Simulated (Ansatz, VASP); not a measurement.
# One calculation of CdSb2C, two programs

Contents of POSCAR:

```
CdSb2C
1.0
    3.8334338938      0.0000000000      0.0000000000
    0.0000000000      3.8334338938      0.0000000000
    0.0000000000      0.0000000000      6.6035399915
Cd Sb C
1 2 1
Direct
    0.0000000000      0.0000000000      0.0000000000
    0.0000000000      0.5000000000      0.3114037710
    0.5000000000      0.0000000000      0.6885962290
    0.5000000000      0.5000000000      0.5000000000
```

File INCAR.step1:

```
SYSTEM = CdSb2C
PREC = Accurate
ENCUT = 520
EDIFF = 1E-5
ISMEAR = -1
SIGMA = 0.02
LREAL = .FALSE.
LASPH = .TRUE.
NELM = 60
ALGO = Normal
ISIF = 2
LWAVE = .TRUE.
LCHARG = .FALSE.
NBANDS = 21
GGA = PE
```

The input INCAR.step2:

```
SYSTEM = CdSb2C
PREC = Accurate
ENCUT = 520
EDIFF = 1E-6
ISMEAR = -1
SIGMA = 0.02
LREAL = .FALSE.
LASPH = .TRUE.
NELM = 60
ALGO = Normal
ISIF = 2
LWAVE = .FALSE.
LCHARG = .FALSE.
GGA = PE
LHFCALC = .TRUE.
HFSCREEN = 0.2079
PRECFOCK = Normal
NBANDS = 21
ISTART = 1
```

Contents of KPOINTS:

```
regular mesh
0
G
  4 4 2
  0 0 0
```

Input for Ansatz:

```yaml
crystal:
  lattice:
    - [3.8334338938, 0.0, 0.0]
    - [0.0, 3.8334338938, 0.0]
    - [0.0, 0.0, 6.6035399915]
  atoms:
    - { symbol: Cd, position: [0.0, 0.0, 0.0] }
    - { symbol: Sb, position: [0.0, 0.5, 0.311403771] }
    - { symbol: C, position: [0.5, 0.5, 0.5] }
    - { symbol: Sb, position: [0.5, 0.0, 0.688596229] }
kpoints:
  mp_grid: { grid: [4, 4, 2] }
hamiltonian:
  xc: hse06
scf:
  occupations: { method: fermi_dirac, width: 0.02 }
  n_extra_bands: 5
output:
  forces: true
  stress: true
  eigenvalues: true
  write_density: true
  write_potential: true
  elf: true
  volumetric_format: npy
```

Alike in both runs: task single point; functional HSE06; k mesh 4 × 4 × 2; occupations fermi-dirac, width 0.02 eV; no spin polarisation.

```csv
,VASP,Ansatz
version,VASP 6.6.1,Ansatz 0.2.0
potentials or method,"VASP PAW PBE potentials, release 64 (Cd, Sb, C)","plane waves, PAW"
plane-wave cutoff (eV),520,420
valence electrons in the cell,26,54
```

```csv
,VASP,Ansatz,Ansatz less VASP
pressure (GPa),-1.2,-0.7,+0.51
rms of the force components (eV/Å),0.314,0.303,-0.0107
```

With one functional, cell and mesh, what is left measures potentials, basis and numerics. VASP's potentials hold 26 valence electrons a cell and Ansatz's 54, so a difference there can come from the potentials and not from the codes. Ansatz's warnings: filled band counts differ across k points, stress exchange threshold loose, stress scf threshold loose.

The k mesh is coarse, so the values compare programs but aren't converged. Spin-orbit coupling is off throughout.
